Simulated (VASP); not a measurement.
# AlNi in VASP: a series of runs, part 2 of 3

VASP 6.6.1. The steps go on from the part before.

## (3) Single point, PBEsol

This run uses another cell than the first one, of 9.73 Å³/atom, 0.815 times its volume.

INCAR

```
ALGO = Fast
EDIFF = 1E-6
ENCUT = 520
GGA = PS
ISIF = 2
ISMEAR = 0
LASPH = T
LCHARG = F
LREAL = F
LWAVE = F
NBANDS = 14
NELM = 100
PREC = Accurate
SIGMA = 0.15
```

KPOINTS

```
k-points
0
Gamma
  16 16 16
```

POSCAR

```
AlNi
1.0
    1.9201739771     -1.9201229512      0.0000000000
    1.9201739771      1.9201229512      0.0000000000
    0.0000000000      0.0000000000      2.6394000000
Al Ni
1 1
Direct
    0.0000000000      0.0000000000      0.0000000000
    0.5000000000      0.5000000000      0.5000000000
```

Potentials or basis: VASP PAW PBE potentials, release 64 (Al, Ni).

Command:

```sh
$ cat potpaw_PBE.64/Al/POTCAR potpaw_PBE.64/Ni/POTCAR > POTCAR
$ mpirun -np 1 vasp_std > vasp.out
```

OUTCAR:

```text
EDIFF = 1E-6
   ENCUT = 520
   GGA = PS
   ISIF = 2
   ISMEAR = 0
   LASPH = T
   LREAL = F
   NELM = 100
   PREC = Accurate

 ion  position               nearest neighbor table
   1  0.000  0.000  0.000-   2 2.33   2 2.33   2 2.33   2 2.33   2 2.33   2 2.33   2 2.33   2 2.33

   2  0.500  0.500  0.500-   1 2.33   1 2.33   1 2.33   1 2.33   1 2.33   1 2.33   1 2.33   1 2.33

  LATTYP: Found a base centered orthorhombic cell.
 ALAT       =     3.8402459024
 B/A-ratio  =     1.0000265743
 C/A-ratio  =     0.6872997373

  Lattice vectors:

 A1 = (  -1.9201739771,  -1.9201229512,   0.0000000000)
 A2 = (   1.9201739771,  -1.9201229512,   0.0000000000)
 A3 = (   0.0000000000,   0.0000000000,   2.6394000000)

Analysis of symmetry for initial positions (statically):
=====================================================================
 Subroutine PRICEL returns:
 Original cell was already a primitive cell.

 Routine SETGRP: Setting up the symmetry group for a
 base centered orthorhombic supercell.

 Subroutine GETGRP returns: Found  8 space group operations
 (whereof  8 operations were pure point group operations)
 out of a pool of  8 trial point group operations.

The static configuration has the point symmetry D_2h.

Analysis of symmetry for dynamics (positions and initial velocities):
=====================================================================
 Subroutine PRICEL returns:
 Original cell was already a primitive cell.

 Routine SETGRP: Setting up the symmetry group for a
 base centered orthorhombic supercell.

 Subroutine GETGRP returns: Found  8 space group operations
 (whereof  8 operations were pure point group operations)
 out of a pool of  8 trial point group operations.

The dynamic configuration has the point symmetry D_2h.

 Subroutine INISYM returns: Found  8 space group operations
 (whereof  8 operations are pure point group operations),
 and found     1 'primitive' translations

----------------------------------------------------------------------------------------

                                     Primitive cell

  volume of cell :      19.4628

  direct lattice vectors                    reciprocal lattice vectors
     1.920173977 -1.920122951  0.000000000     0.260393072 -0.260399991  0.000000000
     1.920173977  1.920122951  0.000000000     0.260393072  0.260399991  0.000000000
     0.000000000  0.000000000  2.639400000     0.000000000  0.000000000  0.378873987

  length of vectors
     2.715500000  2.715500000  2.639400000     0.368256307  0.368256307  0.378873987

  position of ions in fractional coordinates (direct lattice)
     0.000000000  0.000000000  0.000000000
     0.500000000  0.500000000  0.500000000

  ion indices of the primitive-cell ions
   primitive index   ion index
                 1           1
                 2           2

----------------------------------------------------------------------------------------

 KPOINTS: k-points

Automatic generation of k-mesh.
 Grid dimensions read from file:
 generate k-points for:   16   16   16

 Generating k-lattice:

  Cartesian coordinates                     Fractional coordinates (reciprocal lattice)
     0.016274567 -0.016274999  0.000000000     0.062500000  0.000000000  0.000000000
     0.016274567  0.016274999  0.000000000     0.000000000  0.062500000  0.000000000
     0.000000000  0.000000000  0.023679624     0.000000000  0.000000000  0.062500000

  Length of vectors
     0.023016019  0.023016019  0.023679624

  Shift w.r.t. Gamma in fractional coordinates (k-lattice)
     0.000000000  0.000000000  0.000000000

 Subroutine IBZKPT returns following result:
 ===========================================

 Found    657 irreducible k-points:

 Following reciprocal coordinates:
            Coordinates               Weight
  0.000000  0.000000  0.000000      1.000000
  0.062500 -0.000000  0.000000      4.000000
  0.125000 -0.000000  0.000000      4.000000
  0.187500 -0.000000  0.000000      4.000000
  0.250000 -0.000000  0.000000      4.000000
  0.312500  0.000000  0.000000      4.000000
[... 16 lines left out ...]
 -0.125000  0.062500  0.000000      4.000000
 -0.062500  0.062500  0.000000      2.000000
 [... further k-points ...]
   k-points           NKPTS =    657   k-points in BZ     NKDIM =    657   number of bands    NBANDS=     14
   number of dos      NEDOS =    301   number of ions     NIONS =      2
   total plane-waves  NPLWV =   8000
   dimension x,y,z NGX =    20 NGY =   20 NGZ =   20
   dimension x,y,z NGXF=    40 NGYF=   40 NGZF=   40
   ions per type =               1   1
   NGX,Y,Z   is equivalent  to a cutoff of  12.24, 12.24, 12.60 a.u.
   NGXF,Y,Z  is equivalent  to a cutoff of  24.49, 24.49, 25.19 a.u.
 SYSTEM =  unknown system
   PREC   = accura    normal or accurate (medium, high low for compatibility)
   ISTART =      0    job   : 0-new  1-cont  2-samecut
   ICHARG =      2    charge: 1-file 2-atom 10-const
   ISPIN  =      1    spin polarized calculation?
   LNONCOLLINEAR =      F non collinear calculations
   LSORBIT =      F    spin-orbit coupling
   LASPH  =      T    aspherical Exc in radial PAW
   ENCUT  =  520.0 eV  38.22 Ry    6.18 a.u.   5.05  5.05  4.91*2*pi/ulx,y,z
   NELM   =    100;   NELMIN=  2; NELMDL= -5     # of ELM steps
   EDIFF  = 0.1E-05   stopping-criterion for ELM
   LREAL  =      F    real-space projection
   EDIFFG = 0.1E-04   stopping-criterion for IOM
   NSW    =      0    number of steps for IOM
   IBRION =     -1    ionic relax: 0-MD 1-quasi-New 2-CG
   NFREE  =      0    steps in history (QN), initial steepest desc. (CG)
   ISIF   =      2    stress and relaxation
   ISYM   =      2    0-nonsym 1-usesym 2-fastsym
   POTIM  = 0.5000    time-step for ionic-motion
   TEBEG  =    0.0;   TEEND  =   0.0 temperature during run
   PSTRESS=    0.0 pullay stress
   NELECT =      13.0000    total number of electrons
   NUPDOWN=      -1.0000    fix difference up-down
   EMIN   =  10.00;   EMAX   =-10.00  energy-range for DOS
   EFERMI =   0.00;   METHOD = LEGACY
   ISMEAR =     0;   SIGMA  =   0.15  broadening in eV -4-tet -1-fermi 0-gaus
   EFERMI_NEDOS =   21; number of points for ismear=-14 and -15
   IALGO  =     68    algorithm
   IMIX   =      4    mixing-type and parameters
     AMIX     =   0.40;   BMIX     =  1.00
     AMIX_MAG =   1.60;   BMIX_MAG =  1.00
  volume/ion in A,a.u.               =       9.73        65.67
  Fermi-wavevector in a.u.,A,eV,Ry     =   1.431048  2.704289 27.863367  2.047900
  Thomas-Fermi vector in A             =   2.550827
   LORBIT       =      0    0 simple, 1 ext, 2 COOP (PROOUT), +10 PAW based schemes
   GGA     = PS    functional components
   LHFCALC =     F    Hartree Fock is set to
   AEXX    =    0.0000 exact exchange contribution
   IVDW    =     0    specifies the selected vdW correction
   LEPSILON=     F    determine dielectric tensor
   LRPA    =     F    only Hartree local field effects (RPA)
 non-spin polarized calculation
 RMM-DIIS sequential band-by-band and
 Gauss-broadening in eV      SIGMA  =   0.15
  energy-cutoff  :      520.00
  volume of cell :       19.46
 maximum number of plane-waves:       544
   NGX = 11   NGY = 11   NGZ =  9

 number of electron      13.0000001 magnetization

 Free energy of the ion-electron system (eV)
  ---------------------------------------------------
  ext. energy  EPLUGINS =         0.00000000
  ---------------------------------------------------
  free energy    TOTEN  =       -11.07388844 eV

  energy without entropy =      -11.06606377  energy(sigma->0) =      -11.06997611

 E-fermi :  12.8890     XC(G=0): -13.2061

 val. band max:       12.8855220853   @ k =   0.3750   0.1875   0.1875
 cond. band min:      12.8893265756   @ k =  -0.2500   0.0625   0.3750
 fundamental gap:      0.0038044903
 Fermi energy:        12.8890410863

 k-point     1 :       0.0000    0.0000    0.0000
  band No.  band energies     occupation
      1       0.1553      2.00000
      2       8.4854      2.00000
      3       8.5184      2.00000
      4      10.7874      2.00000
      5      10.8971      2.00000
      6      10.8971      2.00000
      7      18.9467      0.00000
      8      18.9469      0.00000
      9      20.1435      0.00000
     10      21.6073      0.00000
     11      21.8136      0.00000
     12      30.7071      0.00000
     13      35.8194      0.00000
     14      36.5694      0.00000
[... 377 lines left out ...]
      1       0.3188      2.00000
      2       8.4952      2.00000
      3       8.5473      2.00000
      4      10.7026      2.00000
      5      10.8595      2.00000
      6      10.8717      2.00000
      7      17.9826      0.00000
      8      18.3797      0.00000
      9      20.3508      0.00000
     10      22.2826      0.00000
     11      22.8214      0.00000
     12      31.1341      0.00000
     13      33.8689      0.00000
     14      35.5025      0.00000

 [... further k-points ...]
[... 5 lines left out ...]
  --------------------------------------------------------------------------------------
  -------------------------------------------------------------------------------------
  Total        5.6922678      5.6937655      6.2760367     -0.0000000      0.0000000      0.0000000
  in kB      468.5879081    468.7112044    516.6438114     -0.0000000      0.0000000      0.0000000
  external PRESSURE =     484.6476413 kB  Pullay stress =       0.0000000 kB

 VOLUME and BASIS-vectors are now :
 -----------------------------------------------------------------------------
  energy-cutoff  :      520.00
  volume of cell :       19.46
      direct lattice vectors                 reciprocal lattice vectors
     1.920173977 -1.920122951  0.000000000     0.260393072 -0.260399991  0.000000000
     1.920173977  1.920122951  0.000000000     0.260393072  0.260399991  0.000000000
     0.000000000  0.000000000  2.639400000     0.000000000  0.000000000  0.378873987

 POSITION                                       TOTAL-FORCE (eV/Angst)
 -----------------------------------------------------------------------------------
      0.00000      0.00000      0.00000        -0.000000     -0.000000      0.000000
      1.92017      0.00000      1.31970         0.000000      0.000000      0.000000
 -----------------------------------------------------------------------------------
    total drift:                                0.000000      0.000000     -0.000000

  FREE ENERGIE OF THE ION-ELECTRON SYSTEM (eV)
  ---------------------------------------------------
  free  energy   TOTEN  =       -11.0738884415 eV

  energy  without entropy=      -11.0660637730  energy(sigma->0) =      -11.06997611
```

stdout:

```text
POSCAR found type information on POSCAR AlNi
 POSCAR found :  2 types and       2 ions
 scaLAPACK will be used
 -----------------------------------------------------------------------------
|                                                                             |
|                                                                             |
|     You enforced a specific xc type in the INCAR file but a different       |
|     I HOPE YOU KNOW WHAT YOU ARE DOING!                                     |
|                                                                             |
 -----------------------------------------------------------------------------

 LDA part: xc-table for (Slater+PW92), standard interpolation
 POSCAR, INCAR and KPOINTS ok, starting setup
 FFT: planning ... GRIDC
 FFT: planning ... GRID_SOFT
 FFT: planning ... GRID
 WAVECAR not read
 entering main loop
WARNING in EDDRMM: call to ZHEGV failed, returncode =   8  4     14
WARNING in EDDRMM: call to ZHEGV failed, returncode =   8  4     13
```

It took 82 s on 1 thread of Intel Xeon Platinum 8488C (Sapphire Rapids), shared host; peak memory 0.28 GiB.

What came out:

```
Free energy : -11.0739 eV
Pressure    : 48.5 GPa
```

Caveat: the PAW data sets were made with another functional, which shifts forces and pressure a little.

(Continued in part 3 of 3.)
